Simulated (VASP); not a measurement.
# NaF (F-43m) in VASP: notebook

NaF is run at these levels: r2SCAN+D3(BJ); tasks: single point.

Everything below comes from runs of VASP 6.6.1. Logs are shortened: lines on timing, memory, paths and dates and some standing lists are left out, and cuts for length are marked.

**1. The cell of the first run**

Symmetry: F-43m, No. 216, cubic system. The conventional cell has a = 5.047 Å, b = 5.047 Å, c = 5.047 Å, α = 90.00°, β = 90.00°, γ = 90.00°. Na (site symmetry -43m) has 4 F at 2.19 Å within 2.9 Å. Within 2.9 Å of F (site symmetry -43m) lie 4 Na at 2.19 Å.

**2. Single point, r2SCAN+D3(BJ)**

POSCAR

```
NaF
1.0
    0.0000000000      2.5235980266      2.5235980266
    2.5235980266      0.0000000000      2.5235980266
    2.5235980266      2.5235980266      0.0000000000
Na F
1 1
Direct
    0.0000000000      0.0000000000      0.0000000000
    0.2500000000      0.2500000000      0.2500000000
```

INCAR.step1

```
ALGO     = Normal         # electronic algorithm
EDIFF    = 1E-5           # SCF threshold, eV
ENCUT    = 660            # plane-wave cutoff, eV
GGA      = PE             # functional
GGA_COMPAT= False        
ISMEAR   = 0              # smearing method
LASPH    = True           # aspherical terms in the spheres
LCHARG   = False          # write CHGCAR
LREAL    = False          # projectors in reciprocal space
LWAVE    = True           # write WAVECAR
NBANDS   = 14             # bands
NELM     = 120            # most SCF steps
PREC     = Accurate       # precision mode
SIGMA    = 0.05           # smearing width, eV
```

INCAR.step2

```
ALGO     = Normal         # electronic algorithm
EDIFF    = 1E-6           # SCF threshold, eV
ENCUT    = 660            # plane-wave cutoff, eV
GGA_COMPAT= False        
ISIF     = 2              # what is computed and relaxed
ISMEAR   = 0              # smearing method
ISTART   = 1            
IVDW     = 12             # dispersion correction
LASPH    = True           # aspherical terms in the spheres
LCHARG   = True           # write CHGCAR
LELF     = True           # ELF
LMIXTAU  = True         
LREAL    = False          # projectors in reciprocal space
LVHAR    = True         
LWAVE    = False          # write WAVECAR
METAGGA  = R2SCAN         # meta-GGA
NBANDS   = 14             # bands
NELM     = 120            # most SCF steps
PREC     = Accurate       # precision mode
SIGMA    = 0.05           # smearing width, eV
VDW_A1   = 0.49484001   
VDW_A2   = 5.73083694   
VDW_S6   = 1.0          
VDW_S8   = 0.78981345
```

KPOINTS

```
k-points
0
Gamma
  6 6 6
```

Potentials or basis: VASP PAW PBE potentials, release 64 (Na_pv, F).

Command:

```console
$ cat potpaw_PBE.64/Na_pv/POTCAR potpaw_PBE.64/F/POTCAR > POTCAR
$ cp INCAR.step1 INCAR
$ mpirun -np 1 vasp_std > vasp.out
$ cp INCAR.step2 INCAR
$ mpirun -np 1 vasp_std > vasp.out
```

OUTCAR:

```text
EDIFF = 1E-6
   ENCUT = 660
   ISIF = 2
   ISMEAR = 0
   ISTART = 1
   IVDW = 12
   LASPH = True
   LREAL = False
   METAGGA = R2SCAN
   NELM = 120
   PREC = Accurate
 IVDW          = 12

 ion  position               nearest neighbor table
   1  0.000  0.000  0.000-   2 2.19   2 2.19   2 2.19   2 2.19
   2  0.250  0.250  0.250-   1 2.19   1 2.19   1 2.19   1 2.19

  LATTYP: Found a face centered cubic cell.
 ALAT       =     5.0471960532

  Lattice vectors:

 A1 = (   0.0000000000,   2.5235980266,   2.5235980266)
 A2 = (   2.5235980266,   0.0000000000,   2.5235980266)
 A3 = (   2.5235980266,   2.5235980266,   0.0000000000)

Analysis of symmetry for initial positions (statically):
=====================================================================
 Subroutine PRICEL returns:
 Original cell was already a primitive cell.

 Routine SETGRP: Setting up the symmetry group for a
 face centered cubic supercell.

 Subroutine GETGRP returns: Found 24 space group operations
 (whereof 24 operations were pure point group operations)
 out of a pool of 48 trial point group operations.

The static configuration has the point symmetry T_d .

Analysis of symmetry for dynamics (positions and initial velocities):
=====================================================================
 Subroutine PRICEL returns:
 Original cell was already a primitive cell.

 Routine SETGRP: Setting up the symmetry group for a
 face centered cubic supercell.

 Subroutine GETGRP returns: Found 24 space group operations
 (whereof 24 operations were pure point group operations)
 out of a pool of 48 trial point group operations.

The dynamic configuration has the point symmetry T_d .

 Subroutine INISYM returns: Found 24 space group operations
 (whereof 24 operations are pure point group operations),
 and found     1 'primitive' translations

----------------------------------------------------------------------------------------

                                     Primitive cell

  volume of cell :      32.1433

  direct lattice vectors                    reciprocal lattice vectors
     0.000000000  2.523598027  2.523598027    -0.198129811  0.198129811  0.198129811
     2.523598027  0.000000000  2.523598027     0.198129811 -0.198129811  0.198129811
     2.523598027  2.523598027  0.000000000     0.198129811  0.198129811 -0.198129811

  length of vectors
     3.568906555  3.568906555  3.568906555     0.343170899  0.343170899  0.343170899

  position of ions in fractional coordinates (direct lattice)
     0.000000000  0.000000000  0.000000000
     0.250000000  0.250000000  0.250000000

  ion indices of the primitive-cell ions
   primitive index   ion index
                 1           1
                 2           2

----------------------------------------------------------------------------------------

 KPOINTS: k-points

Automatic generation of k-mesh.
 Grid dimensions read from file:
 generate k-points for:    6    6    6

 Generating k-lattice:

  Cartesian coordinates                     Fractional coordinates (reciprocal lattice)
    -0.033021635  0.033021635  0.033021635     0.166666667  0.000000000  0.000000000
     0.033021635 -0.033021635  0.033021635     0.000000000  0.166666667  0.000000000
     0.033021635  0.033021635 -0.033021635     0.000000000  0.000000000  0.166666667

  Length of vectors
     0.057195150  0.057195150  0.057195150

  Shift w.r.t. Gamma in fractional coordinates (k-lattice)
     0.000000000  0.000000000  0.000000000

 Subroutine IBZKPT returns following result:
 ===========================================

 Found     16 irreducible k-points:

 Following reciprocal coordinates:
            Coordinates               Weight
  0.000000  0.000000  0.000000      1.000000
  0.166667  0.000000  0.000000      8.000000
  0.333333  0.000000  0.000000      8.000000
  0.500000  0.000000  0.000000      4.000000
  0.166667  0.166667  0.000000      6.000000
  0.333333  0.166667  0.000000     24.000000
[... 8 lines left out ...]
 -0.333333  0.333333  0.166667     24.000000
 -0.333333  0.500000  0.166667     12.000000
   k-points           NKPTS =     16   k-points in BZ     NKDIM =     16   number of bands    NBANDS=     14
   number of dos      NEDOS =    301   number of ions     NIONS =      2
   total plane-waves  NPLWV =  27000
   dimension x,y,z NGX =    30 NGY =   30 NGZ =   30
   dimension x,y,z NGXF=    60 NGYF=   60 NGZF=   60
   ions per type =               1   1
   NGX,Y,Z   is equivalent  to a cutoff of  13.97, 13.97, 13.97 a.u.
   NGXF,Y,Z  is equivalent  to a cutoff of  27.95, 27.95, 27.95 a.u.
 SYSTEM =  unknown system
   PREC   = accura    normal or accurate (medium, high low for compatibility)
   ISTART =      1    job   : 0-new  1-cont  2-samecut
   ICHARG =      0    charge: 1-file 2-atom 10-const
   ISPIN  =      1    spin polarized calculation?
   LNONCOLLINEAR =      F non collinear calculations
   LSORBIT =      F    spin-orbit coupling
   LASPH  =      T    aspherical Exc in radial PAW
   ENCUT  =  660.0 eV  48.51 Ry    6.96 a.u.   7.48  7.48  7.48*2*pi/ulx,y,z
   NELM   =    120;   NELMIN=  2; NELMDL=  0     # of ELM steps
   EDIFF  = 0.1E-05   stopping-criterion for ELM
   LREAL  =      F    real-space projection
   EDIFFG = 0.1E-04   stopping-criterion for IOM
   NSW    =      0    number of steps for IOM
   IBRION =     -1    ionic relax: 0-MD 1-quasi-New 2-CG
   NFREE  =      0    steps in history (QN), initial steepest desc. (CG)
   ISIF   =      2    stress and relaxation
   ISYM   =      2    0-nonsym 1-usesym 2-fastsym
   POTIM  = 0.5000    time-step for ionic-motion
   TEBEG  =    0.0;   TEEND  =   0.0 temperature during run
   PSTRESS=    0.0 pullay stress
   NELECT =      14.0000    total number of electrons
   NUPDOWN=      -1.0000    fix difference up-down
   EMIN   =  10.00;   EMAX   =-10.00  energy-range for DOS
   EFERMI =   0.00;   METHOD = LEGACY
   ISMEAR =     0;   SIGMA  =   0.05  broadening in eV -4-tet -1-fermi 0-gaus
   EFERMI_NEDOS =   21; number of points for ismear=-14 and -15
   IALGO  =     38    algorithm
   IMIX   =      4    mixing-type and parameters
     AMIX     =   0.40;   BMIX     =  1.00
     AMIX_MAG =   1.60;   BMIX_MAG =  1.00
  volume/ion in A,a.u.               =      16.07       108.46
  Fermi-wavevector in a.u.,A,eV,Ry     =   1.240949  2.345054 20.952358  1.539955
  Thomas-Fermi vector in A             =   2.375368
   LORBIT       =      0    0 simple, 1 ext, 2 COOP (PROOUT), +10 PAW based schemes
   METAGGA = R2SCAN    functional components
   LHFCALC =     F    Hartree Fock is set to
   AEXX    =    0.0000 exact exchange contribution
   IVDW    =    12    specifies the selected vdW correction
   LEPSILON=     F    determine dielectric tensor
   LRPA    =     F    only Hartree local field effects (RPA)
 non-spin polarized calculation
 Gauss-broadening in eV      SIGMA  =   0.05
  energy-cutoff  :      660.00
  volume of cell :       32.14
 maximum number of plane-waves:      1258
 NGX is ok and might be reduce to    30
   NGX = 15   NGY = 15   NGZ = 15

 number of electron      13.9999999 magnetization

 Free energy of the ion-electron system (eV)
  ---------------------------------------------------
  ext. energy  EPLUGINS =         0.00000000
  ---------------------------------------------------
  free energy    TOTEN  =       -12.32798286 eV

  energy without entropy =      -12.32798286  energy(sigma->0) =      -12.32798286

 E-fermi :  -3.6842     XC(G=0):  -8.2711

 val. band max:       -3.9751331399   @ k =   0.0000   0.0000   0.0000
 cond. band min:       2.3349156780   @ k =   0.0000   0.0000   0.0000
 fundamental gap:      6.3100488178
 Fermi energy:        -3.6842238046

 k-point     1 :       0.0000    0.0000    0.0000
  band No.  band energies     occupation
      1     -23.8471      2.00000
      2     -23.3501      2.00000
      3     -23.3501      2.00000
      4     -23.3501      2.00000
      5      -3.9751      2.00000
      6      -3.9751      2.00000
      7      -3.9751      2.00000
      8       2.3349      0.00000
      9      16.6314      0.00000
     10      16.6314      0.00000
     11      16.6314      0.00000
     12      17.8949      0.00000
     13      17.8949      0.00000
     14      17.8949      0.00000

 k-point     2 :       0.1667    0.0000    0.0000
  band No.  band energies     occupation
      1     -24.0063      2.00000
      2     -23.3530      2.00000
      3     -23.3530      2.00000
      4     -23.1772      2.00000
      5      -4.2250      2.00000
      6      -3.9831      2.00000
      7      -3.9831      2.00000
      8       3.0598      0.00000
      9      13.6087      0.00000
     10      15.6981      0.00000
     11      15.6981      0.00000
     12      17.6368      0.00000
     13      17.9240      0.00000
     14      17.9240      0.00000

 k-point     3 :       0.3333    0.0000    0.0000
  band No.  band energies     occupation
      1     -24.2016      2.00000
      2     -23.3589      2.00000
      3     -23.3589      2.00000
      4     -22.9554      2.00000
      5      -4.6244      2.00000
      6      -3.9991      2.00000
      7      -3.9991      2.00000
      8       4.8061      0.00000
      9      10.2060      0.00000
     10      14.5660      0.00000
     11      14.5660      0.00000
     12      17.3196      0.00000
     13      18.7083      0.00000
     14      18.7083      0.00000
[... 188 lines left out ...]
 k-point    15 :      -0.3333    0.3333    0.1667
  band No.  band energies     occupation
      1     -24.3268      2.00000
      2     -23.3939      2.00000
      3     -23.3732      2.00000
      4     -22.7673      2.00000
      5      -4.5473      2.00000
      6      -4.3240      2.00000
      7      -4.0894      2.00000
      8       6.9856      0.00000
      9       8.7897      0.00000
     10      11.4971      0.00000
     11      13.3377      0.00000
     12      18.2280      0.00000
     13      19.0721      0.00000
     14      21.7605      0.00000

 k-point    16 :      -0.3333    0.5000    0.1667
  band No.  band energies     occupation
      1     -24.3465      2.00000
      2     -23.3913      2.00000
      3     -23.3802      2.00000
      4     -22.7407      2.00000
      5      -4.5766      2.00000
      6      -4.2725      2.00000
      7      -4.1475      2.00000
      8       6.9813      0.00000
      9       8.8751      0.00000
     10      12.1890      0.00000
     11      12.5119      0.00000
     12      17.1614      0.00000
     13      19.2192      0.00000
     14      21.3153      0.00000

------------------------ aborting loop because EDIFF is reached ----------------------------------------

 Edisp (eV)   -0.12742

 E8    (eV) :    -0.0435

  FORCE on cell =-STRESS in cart. coord.  units (eV):
  Direction    XX          YY          ZZ          XY          YZ          ZX
  --------------------------------------------------------------------------------------
  -------------------------------------------------------------------------------------
  Total      -0.16241    -0.16241    -0.16241     0.00000    -0.00000     0.00000
  in kB      -8.09553    -8.09553    -8.09553     0.00000    -0.00000     0.00000
  external pressure =       -8.10 kB  Pullay stress =        0.00 kB

 VOLUME and BASIS-vectors are now :
 -----------------------------------------------------------------------------
  energy-cutoff  :      660.00
  volume of cell :       32.14
      direct lattice vectors                 reciprocal lattice vectors
     0.000000000  2.523598027  2.523598027    -0.198129811  0.198129811  0.198129811
     2.523598027  0.000000000  2.523598027     0.198129811 -0.198129811  0.198129811
     2.523598027  2.523598027  0.000000000     0.198129811  0.198129811 -0.198129811

 POSITION                                       TOTAL-FORCE (eV/Angst)
 -----------------------------------------------------------------------------------
      0.00000      0.00000      0.00000        -0.000000     -0.000000     -0.000000
      1.26180      1.26180      1.26180         0.000000      0.000000      0.000000
 -----------------------------------------------------------------------------------
    total drift:                               -0.000001     -0.000001     -0.000001

  FREE ENERGIE OF THE ION-ELECTRON SYSTEM (eV)
  ---------------------------------------------------
  free  energy   TOTEN  =       -12.4553992230 eV

  energy  without entropy=      -12.4553992230  energy(sigma->0) =      -12.45539922
```

Wall time 22 s (1 thread of Intel Xeon 6975P-C (Granite Rapids), shared host); peak memory 0.17 GiB.

What came out:

```yaml
Free_energy: -12.4554 eV
Pressure: -0.8 GPa
Band_gap_on_the_k_mesh: 6.31 eV
Dispersion_energy_per_atom: -0.064 eV
```

Caveat: the PAW data sets were made with another functional, which shifts forces and pressure a little.

[end of part 1 of 2]
